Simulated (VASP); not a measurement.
Here is a VASP 6.6.1 calculation.

POSCAR

```
NiO2
1.0
    1.3868755767      0.8007129875      5.1074453104
   -1.3868755767      0.8007129875      5.1074453104
    0.0000000000     -1.6014259751      5.1074453104
Ni O
1 2
Direct
    0.0000000000      0.0000000000      0.0000000000
    0.6052842837      0.6052842837      0.6052842837
    0.3947157163      0.3947157163      0.3947157163
```

File INCAR.step1:

```
PREC = Accurate
ENCUT = 520
ISMEAR = 0
SIGMA = 0.02
LREAL = F
LASPH = T
NELM = 60
NBANDS = 18
GGA = PE
ALGO = Normal
EDIFF = 1E-4
LWAVE = T
LCHARG = F
```

INCAR.step2

```
PREC = Accurate
ENCUT = 520
EDIFF = 1E-6
ISMEAR = 0
SIGMA = 0.02
LREAL = F
LASPH = T
NELM = 60
ALGO = Normal
ISIF = 2
LWAVE = F
LCHARG = F
METAGGA = R2SCAN
LMIXTAU = T
NBANDS = 18
ISTART = 1
```

The input KPOINTS:

```
Automatic mesh
0
Gamma
  12 12 12
```

Potentials or basis: VASP PAW PBE potentials, release 64 (Ni, O).

Command:

```console
$ cat potpaw_PBE.64/Ni/POTCAR potpaw_PBE.64/O/POTCAR > POTCAR
$ cp INCAR.step1 INCAR
$ mpirun -np 1 vasp_std > vasp.out
$ cp INCAR.step2 INCAR
$ mpirun -np 1 vasp_std > vasp.out
```

Question: What does it give for the band gap on the k mesh?

Answer: 1.56 eV (least direct gap 1.76 eV).

Question: Predict the pressure.

Answer: 1.4 GPa.

Question: What does it give for the largest force?

Answer: 0.136 eV/Å.

Forces in eV/Å, atoms in the order of the input:
```
Ni   0.000  0.000  0.000
O    0.000  0.000 -0.136
O    0.000  0.000  0.136
```

Caveat: the PAW data sets were made with another functional, which shifts forces and pressure a little. Spin polarisation is off, so any magnetic state and its effect on volume and gap are missing.
